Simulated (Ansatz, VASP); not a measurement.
**Co: VASP beside Ansatz**

Contents of INCAR:

```
PREC = Accurate
ENCUT = 520
EDIFF = 1E-6
ISMEAR = -1
SIGMA = 0.1
LREAL = F
LASPH = T
NELM = 60
ALGO = Normal
ISIF = 2
LWAVE = F
LCHARG = F
GGA = PE
NBANDS = 10
```

File KPOINTS:

```
Automatic mesh
0
Gamma
  26 26 26
```

File POSCAR:

```
Co
1.0
   -1.3829513651      1.3829513651      1.3829513651
    1.3829513651     -1.3829513651      1.3829513651
    1.3829513651      1.3829513651     -1.3829513651
Co
1
Direct
    0.0000000000      0.0000000000      0.0000000000
```

Input for Ansatz:

```yaml
crystal:
  lattice:
    - [-1.3829513651, 1.3829513651, 1.3829513651]
    - [1.3829513651, -1.3829513651, 1.3829513651]
    - [1.3829513651, 1.3829513651, -1.3829513651]
  atoms:
    - { symbol: Co, position: [0.0, 0.0, 0.0] }
hamiltonian:
  xc: pbe
  pseudopotentials:
    kind: paw
    azcp:
      Co: "pseudopotentials/Co.paw.azcp"
basis:
  ecutwfc: 420
  fft_grid_basis: typed
kpoints:
  mp_grid: { grid: [26, 26, 26], shift: [0, 0, 0] }
magnetization:
  spin_polarized: false
scf:
  occupations: { method: fermi_dirac, width: 0.1 }
output:
  stress: true
```

Alike in both runs: task single point; functional PBE; k mesh 26 × 26 × 26; occupations fermi-dirac, width 0.1 eV; no spin polarisation.

|  | VASP | Ansatz |
| --- | --- | --- |
| version | VASP 6.6.1 | Ansatz 0.2.0 |
| potentials or method | VASP PAW PBE potentials, release 64 (Co), cutoff 520 eV | plane waves (420 eV) with PAW, scalar-relativistic |
| valence electrons in the cell | 9 | 17 |

```tsv
	VASP	Ansatz	Ansatz less VASP
pressure (GPa)	-0.7	0.0	+0.70
```

The functional is the same, so the differences come from potentials, cutoffs and numerics. VASP's potentials hold 9 valence electrons a cell and Ansatz's 17, so a difference there can come from the potentials and not from the codes.
